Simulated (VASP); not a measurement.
Wanted: the native input for a VASP 6.6.1 run.

```
Task                               : single point
Functional                         : PBE-based screened hybrid
Potentials or basis                : VASP PAW PBE potentials, release 64 (Li_sv, H)
Cutoff                             : 520 eV
k mesh                             : 6 × 6 × 6
Occupations                        : gaussian, width 0.01 eV
Spin                               : no spin polarisation
Dipole correction                  : no
Grid for exact exchange (PRECFOCK) : Normal
Share of exact exchange            : 1
Further INCAR settings             : ALGO = Normal; EDIFF = 1e-06; NBANDS = 9
Screening parameter                : 0.3 1/Å
```

Crystal: LiH.

```xyz
2
Lattice="0.0000 1.9985 1.9985 1.9985 0.0000 1.9985 1.9985 1.9985 0.0000" Properties=species:S:1:pos:R:3 pbc="T T T"
Li    0.0000    0.0000    0.0000
H     1.9985    1.9985    1.9985
```

The input as run:

POSCAR

```
LiH
1.0
    0.0000000000      1.9984726907      1.9984726907
    1.9984726907      0.0000000000      1.9984726907
    1.9984726907      1.9984726907      0.0000000000
Li H
1 1
Direct
    0.0000000000      0.0000000000      0.0000000000
    0.5000000000      0.5000000000      0.5000000000
```

INCAR.step1

```
SYSTEM = LiH
  PREC = Accurate
  ENCUT = 520
  EDIFF = 1E-5
  ISMEAR = 0
  SIGMA = 0.01
  LREAL = .False.
  LASPH = .True.
  NELM = 80
  ALGO = Normal
  ISIF = 2
  LWAVE = .True.
  LCHARG = .False.
  GGA = PE
  NBANDS = 9
```

INCAR.step2

```
SYSTEM = LiH
  PREC = Accurate
  ENCUT = 520
  EDIFF = 1E-6
  ISMEAR = 0
  SIGMA = 0.01
  LREAL = .False.
  LASPH = .True.
  NELM = 80
  ALGO = Normal
  ISIF = 2
  LWAVE = .False.
  LCHARG = .False.
  GGA = PE
  LHFCALC = .True.
  AEXX = 1.0
  HFSCREEN = 0.3
  PRECFOCK = Normal
  ISTART = 1
  NBANDS = 9
  ALDAC = 1.0
  AGGAC = 1.0
```

KPOINTS

```
regular mesh
0
Gamma
  6 6 6
  0 0 0
```

Potentials or basis: VASP PAW PBE potentials, release 64 (Li_sv, H).

Launch:

```console
$ cat potpaw_PBE.64/Li_sv/POTCAR potpaw_PBE.64/H/POTCAR > POTCAR
$ cp INCAR.step1 INCAR
$ mpirun -np 1 vasp_std > vasp.out
$ cp INCAR.step2 INCAR
$ mpirun -np 1 vasp_std > vasp.out
```

It gave:

| Property | Result |
| --- | --- |
| Band gap on the k mesh | 6.40 eV, direct |

Caveat: the k points lie up to 0.45 Å⁻¹ apart.

It took 38 s on 1 thread of Intel(R) Xeon(R) Platinum 8488C (Sapphire Rapids), with other jobs on the host, peak memory 0.23 GiB.
